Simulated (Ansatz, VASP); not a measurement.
## One calculation of HC4, two programs

```
CELL_PARAMETERS angstrom
4.93140 0.00000 0.00000
-2.46570 4.27072 0.00000
0.00000 0.00000 18.00000
ATOMIC_POSITIONS crystal
C 0.16667 0.33333 0.22222
C 0.16667 0.83333 0.22222
C 0.66667 0.33333 0.22222
C 0.66667 0.83333 0.22222
C 0.33333 0.16667 0.22222
C 0.33333 0.66667 0.22222
C 0.83333 0.16667 0.22222
C 0.83333 0.66667 0.22222
H 0.18410 0.18410 0.38889
H 0.31590 0.31590 0.38889
```

Alike in both runs: task single point; functional PBE; dispersion D3(BJ); k mesh 6 × 6 × 1; occupations gaussian, width 0.1 eV; no spin polarisation.

|  | VASP | Ansatz |
| --- | --- | --- |
| version | VASP 6.6.1 | Ansatz 0.2.0 |
| potentials or method | VASP PAW PBE potentials, release 64 (C, H), cutoff 520 eV | scalar-relativistic, plane waves, PAW |
| valence electrons in the cell | 34 | 34 |

```tsv
	VASP	Ansatz	Ansatz less VASP
gap on the k mesh at the Fermi level (eV)	none	none	-
least direct gap on the mesh (eV)	0.00	0.00	0.000
rms of the force components (eV/Å)	1.257	1.248	-0.0087
```

Atom by atom the forces differ by 0.009 eV/Å (rms over components). A gap of «none» marks a metal or a gap that the smearing closes. Ansatz's warnings: structure snapped to symmetry.

A gap of «none» marks a metal or a gap under the smearing width.
